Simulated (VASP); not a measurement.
# Li2S (Fm-3m) in VASP: vibrations by perturbation theory with PBEsol

Aim: the vibrations by perturbation theory of Li2S with PBEsol.

Program: VASP 6.6.1. These are calculated values, not measurements. Logs are shortened: lines on timing, memory, paths and dates and some standing lists are left out, and cuts for length are marked.

### Step 1. The cell of the first run

Symmetry: Fm-3m, No. 225, cubic system. The conventional cell has a = 5.655 Å, b = 5.655 Å, c = 5.655 Å, α = 90.00°, β = 90.00°, γ = 90.00°. Within 3.2 Å of Li (site symmetry -43m) lie 4 S at 2.45 Å and 6 Li at 2.83 Å. S (site symmetry m-3m) has 8 Li at 2.45 Å within 3.2 Å.

### Step 2. Vibrations by perturbation theory, PBEsol

INCAR

```
SYSTEM = Li2S
PREC     = Accurate       ! precision mode
ENCUT    = 750            ! plane-wave cutoff, eV
EDIFF    = 1E-8           ! SCF threshold, eV
ISMEAR   = 0              ! smearing method
SIGMA    = 0.01           ! smearing width, eV
LREAL    = .False.        ! projectors in reciprocal space
LASPH    = .True.         ! aspherical terms in the spheres
NELM     = 120            ! most SCF steps
ALGO     = Normal         ! electronic algorithm
ISIF     = 2              ! what is computed and relaxed
LWAVE    = .False.        ! write WAVECAR
LCHARG   = .False.        ! write CHGCAR
GGA      = PS             ! functional
NBANDS   = 13             ! bands
IBRION   = 8              ! ionic algorithm
NSW      = 1              ! ionic steps
LEPSILON = .True.         ! dielectric tensor by DFPT
GGA_COMPAT= .False.
```

KPOINTS

```
Automatic mesh
0
Gamma
  8 8 8
  0 0 0
```

POSCAR

```
Li2S
1.0
    0.0000000000      2.8274408681      2.8274408681
    2.8274408681      0.0000000000      2.8274408681
    2.8274408681      2.8274408681      0.0000000000
Li S
2 1
Direct
    0.7500000000      0.7500000000      0.7500000000
    0.2500000000      0.2500000000      0.2500000000
    0.0000000000      0.0000000000      0.0000000000
```

Potentials or basis: VASP PAW PBE potentials, release 64 (Li_sv, S).

Run with:

```console
cat potpaw_PBE.64/Li_sv/POTCAR potpaw_PBE.64/S/POTCAR > POTCAR
mpirun -np 1 vasp_std > vasp.out
```

OUTCAR:

```text
SYSTEM = Li2S
   PREC = Accurate
   ENCUT = 750
   EDIFF = 1E-8
   ISMEAR = 0
   LREAL = .False.
   LASPH = .True.
   NELM = 120
   ISIF = 2
   GGA = PS
   IBRION = 8
   NSW = 1
   LEPSILON = .True.

 ion  position               nearest neighbor table
   1  0.750  0.750  0.750-   3 2.45   3 2.45   3 2.45   3 2.45
   2  0.250  0.250  0.250-   3 2.45   3 2.45   3 2.45   3 2.45
   3  0.000  0.000  0.000-   1 2.45   1 2.45   1 2.45   1 2.45   2 2.45   2 2.45   2 2.45   2 2.45

  LATTYP: Found a face centered cubic cell.
 ALAT       =     5.6548817362

  Lattice vectors:

 A1 = (   0.0000000000,   2.8274408681,   2.8274408681)
 A2 = (   2.8274408681,   0.0000000000,   2.8274408681)
 A3 = (   2.8274408681,   2.8274408681,   0.0000000000)

Analysis of symmetry for initial positions (statically):
=====================================================================
 Subroutine PRICEL returns:
 Original cell was already a primitive cell.

 Routine SETGRP: Setting up the symmetry group for a
 face centered cubic supercell.

 Subroutine GETGRP returns: Found 48 space group operations
 (whereof 48 operations were pure point group operations)
 out of a pool of 48 trial point group operations.

The static configuration has the point symmetry O_h .

Analysis of symmetry for dynamics (positions and initial velocities):
=====================================================================
 Subroutine PRICEL returns:
 Original cell was already a primitive cell.

 Routine SETGRP: Setting up the symmetry group for a
 face centered cubic supercell.

 Subroutine GETGRP returns: Found 48 space group operations
 (whereof 48 operations were pure point group operations)
 out of a pool of 48 trial point group operations.

The dynamic configuration has the point symmetry O_h .
[... 631 lines left out ...]
  --------------------------------------------------------------------------------
  x     0.00000     0.00000     0.00000     0.00000     0.00000     0.00000
  y     0.00000     0.00000     0.00000     0.00000     0.00000     0.00000
  z     0.00000     0.00000     0.00000     0.00000     0.00000     0.00000

 PIEZOELECTRIC TENSOR (including local field effects)  for field in x, y, z        (C/m^2)
          XX          YY          ZZ          XY          YZ          ZX
  --------------------------------------------------------------------------------
  x     0.00000     0.00000     0.00000     0.00000     0.00000     0.00000
  y     0.00000     0.00000     0.00000     0.00000     0.00000     0.00000
  z     0.00000     0.00000     0.00000     0.00000     0.00000     0.00000

 BORN EFFECTIVE CHARGES (including local field effects) (in |e|, cummulative output)
 ---------------------------------------------------------------------------------
 ion    1
    1     0.93289    -0.00000     0.00000
    2    -0.00000     0.93289    -0.00000
    3     0.00000     0.00000     0.93289
 ion    2
    1     0.93289     0.00000     0.00000
    2     0.00000     0.93289    -0.00000
    3     0.00000     0.00000     0.93289
 ion    3
    1    -1.86579     0.00000     0.00000
    2    -0.00000    -1.86579     0.00000
    3    -0.00000     0.00000    -1.86579

 INTERNAL STRAIN TENSOR FOR ION    3 for displacements in x,y,z  (eV/Angst):
          X           Y           Z          XY          YZ          ZX
  --------------------------------------------------------------------------------
  x     0.00000     0.00000     0.00000     0.00000     0.00000     0.00000
  y     0.00000     0.00000     0.00000     0.00000     0.00000     0.00000
  z     0.00000     0.00000     0.00000     0.00000     0.00000     0.00000

 SECOND DERIVATIVES (NOT SYMMETRIZED)
 ------------------------------------
               1X          1Y          1Z          2X          2Y          2Z          3X          3Y          3Z
  1X    -2.939866    0.000000    0.000000    0.989351    0.000000    0.000000    1.950515    0.000000    0.000000
  1Y     0.000000   -2.939866    0.000000    0.000000    0.989351    0.000000    0.000000    1.950515    0.000000
  1Z     0.000000    0.000000   -2.939866    0.000000    0.000000    0.989351    0.000000    0.000000    1.950515
  2X     0.989351    0.000000    0.000000   -2.939866    0.000000    0.000000    1.950515    0.000000    0.000000
  2Y     0.000000    0.989351    0.000000    0.000000   -2.939866    0.000000    0.000000    1.950515    0.000000
  2Z     0.000000    0.000000    0.989351    0.000000    0.000000   -2.939866    0.000000    0.000000    1.950515
  3X     2.031464    0.000000    0.000000    2.031464    0.000000    0.000000   -4.062929    0.000000    0.000000
  3Y     0.000000    2.031464    0.000000    0.000000    2.031464    0.000000    0.000000   -4.062929    0.000000
  3Z     0.000000    0.000000    2.031464    0.000000    0.000000    2.031464    0.000000    0.000000   -4.062929

 Eigenvectors and eigenvalues of the dynamical matrix
 ----------------------------------------------------

   1 f  =   11.704281 THz    73.540164 2PiTHz  390.412776 cm-1    48.404993 meV
             X         Y         Z           dx          dy          dz
      4.241161  4.241161  4.241161     0.705806    0.042871    0.000000
      1.413720  1.413720  1.413720    -0.705806   -0.042871   -0.000000
      0.000000  0.000000  0.000000    -0.000000   -0.000000    0.000000
[... 43 lines left out ...]
   9 f/i=    0.093788 THz     0.589288 2PiTHz    3.128436 cm-1     0.387876 meV
             X         Y         Z           dx          dy          dz
      4.241161  4.241161  4.241161     0.037420    0.289967    0.266421
      1.413720  1.413720  1.413720     0.037420    0.289967    0.266421
      0.000000  0.000000  0.000000     0.078416    0.607642    0.558301

--------------------------------------------------------------------------------------------------------

 MACROSCOPIC STATIC DIELECTRIC TENSOR IONIC CONTRIBUTION
 ------------------------------------------------------
           3.475111    -0.000000     0.000000
          -0.000000     3.475111     0.000000
           0.000000     0.000000     3.475111
 ------------------------------------------------------

 ELASTIC MODULI CONTR FROM IONIC RELAXATION (kBar)
 Direction    XX          YY          ZZ          XY          YZ          ZX
 --------------------------------------------------------------------------------
 XX          -0.0000     -0.0000      0.0000      0.0000     -0.0000     -0.0000
 YY          -0.0000     -0.0000      0.0000      0.0000     -0.0000     -0.0000
 ZZ           0.0000      0.0000     -0.0000     -0.0000      0.0000      0.0000
 XY           0.0000      0.0000     -0.0000    -42.2840      0.0000      0.0000
 YZ          -0.0000     -0.0000      0.0000      0.0000    -42.2840     -0.0000
 ZX          -0.0000     -0.0000      0.0000      0.0000     -0.0000    -42.2840
 --------------------------------------------------------------------------------

 PIEZOELECTRIC TENSOR IONIC CONTR  for field in x, y, z        (C/m^2)
          XX          YY          ZZ          XY          YZ          ZX
  --------------------------------------------------------------------------------
  x    -0.00000    -0.00000    -0.00000    -0.00000    -0.00000    -0.00000
  y     0.00000    -0.00000    -0.00000    -0.00000     0.00000    -0.00000
  z     0.00000     0.00000     0.00000     0.00000     0.00000    -0.00000
```

OSZICAR:

```text
N       E                     dE             d eps       ncg     rms          rms(c)
DAV:   1     0.549656698087E+02    0.54966E+02   -0.64561E+03   754   0.114E+03
[... 267 lines left out ...]
RMM:   9    -0.109213340271E+00    0.98156E-06    0.99645E-06  3855   0.846E-04    0.265E-05
RMM:  10    -0.109213206251E+00    0.13402E-06   -0.11700E-07  3903   0.385E-04    0.387E-05
RMM:  11    -0.109213200660E+00    0.55906E-08    0.13163E-06  3879   0.193E-04    0.299E-05
RMM:  12    -0.109213256800E+00   -0.56140E-07    0.13222E-07  3805   0.108E-04    0.104E-05
RMM:  13    -0.109213227137E+00    0.29663E-07    0.50941E-07  3809   0.671E-05    0.975E-06
RMM:  14    -0.109213211986E+00    0.15151E-07   -0.14194E-07  3768   0.461E-05    0.363E-06
RMM:  15    -0.109213212526E+00   -0.53999E-09   -0.55123E-08  3233   0.346E-05    0.876E-07
 Linear response finished
```

stdout:

```text
POSCAR found type information on POSCAR LiS
 POSCAR found :  2 types and       3 ions
 scaLAPACK will be used
 -----------------------------------------------------------------------------
|                                                                             |
|                                                                             |
[... 39 lines left out ...]
 first order change of Fermi-energy   0.87075E-05
 force on displaced ion       1 direction 1 :  -2.940   0.000   0.000
 Born effective charge ion    1 direction 1 :   0.931   0.000   0.000
 Linear response progress:
 first order change of Fermi-energy   0.12924E+00
 force on displaced ion       3 direction 1 :  -4.063   0.000   0.000
 Born effective charge ion    3 direction 1 :  -1.866   0.000   0.000
 Born effective charges drift removed
 Linear response finished
```

It took 28 min on 1 thread of Oxide Virtual Turin-like, shared host; peak memory 0.36 GiB.

What came out:

| Property | Result |
| --- | --- |
| Electronic dielectric tensor (diagonal) | 3.98 |
| Born charges (mean of the diagonal) | Li +0.93; S -1.87 e |
| Highest phonon frequency at Γ, LO-TO splitting left out | 390 cm⁻¹ |

Phonon frequencies in cm⁻¹ (negative: imaginary):
```tsv
q point	frequencies
(0.000, 0.000, 0.000)	-3 -3 -3 332 332 332 390 390 390
```

Electronic dielectric tensor:
```
3.98 0.00 0.00
0.00 3.98 0.00
0.00 0.00 3.98
```

Born effective charge tensors (e):
atom 1, Li
```
0.93 0.00 0.00
0.00 0.93 0.00
0.00 0.00 0.93
```
atom 2, Li
```
0.93 0.00 0.00
0.00 0.93 0.00
0.00 0.00 0.93
```
atom 3, S
```
-1.87  0.00  0.00
 0.00 -1.87  0.00
 0.00  0.00 -1.87
```
